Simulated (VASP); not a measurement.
A run of VASP 6.6.1 is set up as follows.

INCAR

```
SYSTEM = Zn
PREC = Accurate
ENCUT = 520
EDIFF = 1E-7
ISMEAR = -1
SIGMA = 0.1
LREAL = .False.
LASPH = .True.
NELM = 80
ALGO = Normal
ISIF = 2
LWAVE = .False.
LCHARG = .True.
GGA = PS
LELF = .True.
LVHAR = .True.
NBANDS = 19
```

File KPOINTS:

```
regular mesh
0
Gamma
  11 11 5
  0 0 0
```

The input POSCAR:

```
Zn
1.0
    2.6042623651      0.0000000000      0.0000000000
   -1.3021311825      2.2553573663      0.0000000000
    0.0000000000      0.0000000000      4.8437329212
Zn
2
Direct
    0.3333333333      0.6666666667      0.2500000000
    0.6666666667      0.3333333333      0.7500000000
```

Potentials or basis: VASP PAW PBE potentials, release 64 (Zn).

Launch:

```sh
$ cat potpaw_PBE.64/Zn/POTCAR > POTCAR
$ mpirun -np 1 vasp_std > vasp.out
```

Problem. What does it give for the pressure?

Solution. 0.5 GPa.

Problem. Predict the band gap on the k mesh.

Solution. Zero (band 12 reaches 5.17 eV, above the bottom of band 13 at 0.43 eV).

Stress tensor (GPa, compression positive):
```
 1.84  0.00  0.00
 0.00  1.84  0.00
 0.00  0.00 -2.29
```

Caveat: the PAW data sets were made with another functional, which shifts forces and pressure a little.
